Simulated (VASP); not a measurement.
Mg2Zn, 6 atoms in the cell. Symmetry: P6_3/mmc, No. 194, hexagonal system. Conventional cell: a = 3.088 Å, b = 3.088 Å, c = 14.527 Å, α = 90.00°, β = 90.00°, γ = 120.00°. Within 3.8 Å of Mg (site symmetry 3m) lie 3 Zn at 2.91 Å and 9 Mg at 3.09 to 3.21 Å. Zn (site symmetry -6m2) has 6 Mg at 2.91 Å and 6 Zn at 3.09 Å within 3.8 Å. 

| Item | Value |
| --- | --- |
| Program | VASP 6.6.1 |
| Task | relaxation of cell and atoms |
| Functional | LDA |
| Potentials or basis | VASP PAW LDA potentials, release 64 (Mg, Zn) |
| Cutoff | 600 eV |
| k mesh | 7 × 7 × 2 |
| Occupations | methfessel-paxton, width 0.1 eV |
| Spin | no spin polarisation |
| Dipole correction | no |
| Further INCAR settings | ALGO = Normal; EDIFF = 1e-07; IBRION = 2; EDIFFG = -0.02; NSW = 80; ISIF = 3 |

Potentials or basis: VASP PAW LDA potentials, release 64 (Mg, Zn).

The run is started by

```console
$ cat potpaw_LDA.64/Mg/POTCAR potpaw_LDA.64/Zn/POTCAR > POTCAR
$ mpirun -np 1 vasp_std > vasp.out
```

Hardware: 1 thread of Intel(R) Xeon(R) 6975P-C (Granite Rapids), with other jobs on the host.

**Question.** How long does it take, and how much memory?

**Answer.** Wall time 2.1 min on 1 thread of Intel(R) Xeon(R) 6975P-C (Granite Rapids) (shared host), peak memory 0.26 GiB. Counts: scf iterations 64, k points 16, ion steps 8.
